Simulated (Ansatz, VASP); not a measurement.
BN: VASP beside Ansatz

POSCAR

```
BN
1.0
    2.5439493036      0.0000000000      0.0000000000
   -1.2719746518      2.2031247228      0.0000000000
    0.0000000000      0.0000000000      4.2078167811
B N
2 2
Direct
    0.6666666667      0.3333333333      0.0002035744
    0.3333333333      0.6666666667      0.5002035744
    0.6666666667      0.3333333333      0.3747964256
    0.3333333333      0.6666666667      0.8747964256
```

Contents of INCAR.step1:

```
PREC = Accurate
ENCUT = 910
ISMEAR = 0
SIGMA = 0.01
LREAL = F
LASPH = T
NELM = 120
NBANDS = 16
GGA = PE
ALGO = Normal
EDIFF = 1E-5
LWAVE = T
LCHARG = F
GGA_COMPAT = F
```

The input INCAR.step2:

```
PREC = Accurate
ENCUT = 910
EDIFF = 1E-6
ISMEAR = 0
SIGMA = 0.01
LREAL = F
LASPH = T
NELM = 120
ALGO = Normal
ISIF = 2
LWAVE = F
LCHARG = F
METAGGA = R2SCAN
LMIXTAU = T
NBANDS = 16
ISTART = 1
GGA_COMPAT = F
```

File KPOINTS:

```
Automatic mesh
0
Gamma
  12 12 6
```

Input for Ansatz:

```yaml
crystal:
  lattice:
    - [2.5439493036, 0.0, 0.0]
    - [-1.2719746518, 2.2031247228, 0.0]
    - [0.0, 0.0, 4.2078167811]
  atoms:
    - { symbol: B, position: [0.6666666667, 0.3333333333, 0.0002035744] }
    - { symbol: B, position: [0.3333333333, 0.6666666667, 0.5002035744] }
    - { symbol: "N", position: [0.6666666667, 0.3333333333, 0.3747964256] }
    - { symbol: "N", position: [0.3333333333, 0.6666666667, 0.8747964256] }
kpoints:
  mp_grid: { grid: [12, 12, 6] }
  band_path:
    path:
      - [0.0, 0.0, 0.0]
      - [0.5, 0.0, 0.0]
      - [0.3333333333, 0.3333333333, 0.0]
      - [0.0, 0.0, 0.5]
      - [0.5, 0.0, 0.5]
      - [0.3333333333, 0.3333333333, 0.5]
      - [0.1, 0.0, 0.0]
    npoints: 1
hamiltonian:
  xc: r2scan
scf:
  occupations: { method: fixed }
  n_extra_bands: 5
output:
  forces: true
  stress: true
  eigenvalues: true
```

Alike in both runs: task single point; functional r2SCAN; k mesh 12 × 12 × 6; no spin polarisation.

|  | VASP | Ansatz |
| --- | --- | --- |
| version | VASP 6.6.1 | Ansatz 0.2.0 |
| potentials or method | VASP PAW PBE potentials, release 64 (B_h, N_h) | plane waves, PAW |
| plane-wave cutoff (eV) | 910 | 500 |
| occupations | gaussian, width 0.01 eV | fixed |
| valence electrons in the cell | 16 | 16 |

Ansatz gave:

* gap on the k mesh at the Fermi level (eV): 5.75

**Question.** Estimate VASP's values.

**Answer.** gap on the k mesh at the Fermi level (eV): 5.74.

VASP's potentials were made for PBE, not for r2SCAN.

Noted on VASP's run: the cutoff is short for stress, so the pressure is rough.
